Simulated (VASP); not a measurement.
Write the native input for VASP 6.6.1 that does the following.

- Task: relaxation of cell and atoms
- Functional: PBE
- Potentials or basis: VASP PAW PBE potentials, release 64 (C)
- Cutoff: 600 eV
- k mesh: 18 × 18 × 18
- Occupations: gaussian, width 0.1 eV
- Spin: no spin polarisation
- Dipole correction: no
- Further INCAR settings: ALGO = Normal; EDIFF = 1e-07; IBRION = 2; EDIFFG = -0.01; NSW = 100; ISIF = 3

The structure of C lies in POSCAR:

```
C
1.0
    0.0000000000      2.1662631933      2.1662631933
    2.1662631933      0.0000000000      2.1662631933
    2.1662631933      2.1662631933      0.0000000000
C
3
Direct
    0.2500000000      0.2500000000      0.2500000000
    0.7500000000      0.7500000000      0.7500000000
    0.0000000000      0.0000000000      0.0000000000
```

One way to write it, as run:

INCAR

```
PREC     = Accurate       # precision mode
ENCUT    = 600            # plane-wave cutoff, eV
EDIFF    = 1E-7           # SCF threshold, eV
ISMEAR   = 0              # smearing method
SIGMA    = 0.1            # smearing width, eV
LREAL    = False          # projectors in reciprocal space
LASPH    = True           # aspherical terms in the spheres
NELM     = 120            # most SCF steps
ALGO     = Normal         # electronic algorithm
ISIF     = 3              # what is computed and relaxed
LWAVE    = False          # write WAVECAR
LCHARG   = False          # write CHGCAR
GGA      = PE             # functional
IBRION   = 2              # ionic algorithm
NSW      = 100            # ionic steps
EDIFFG   = -0.01          # ionic threshold
GGA_COMPAT= False        
NELMIN   = 4
```

KPOINTS

```
Automatic mesh
0
Gamma
  18 18 18
```

Potentials or basis: VASP PAW PBE potentials, release 64 (C).

Run with:

```console
$ cat potpaw_PBE.64/C/POTCAR > POTCAR
$ mpirun -np 1 vasp_std > vasp.out
```

Results of the run:

```json
{
  "Relaxed volume": "6.82 Å³/atom",
  "Relaxed cell": "a = 3.069 Å, b = 3.069 Å, c = 3.069 Å, α = 60.00°, β = 60.00°, γ = 60.00°",
  "Space group after relaxing (to 0.05 Å)": "Fm-3m (No. 225)",
  "Energy gained by relaxing": "0.1 meV/atom",
  "Ionic steps": "2",
  "Pressure after relaxing": "-0.1 GPa",
  "Band gap on the k mesh": "zero (band 6 reaches 10.85 eV, above the bottom of band 7 at 5.98 eV)"
}
```

It took 17 s on 1 thread of Intel(R) Xeon(R) 6975P-C (Granite Rapids) (shared host), peak memory 0.15 GiB.
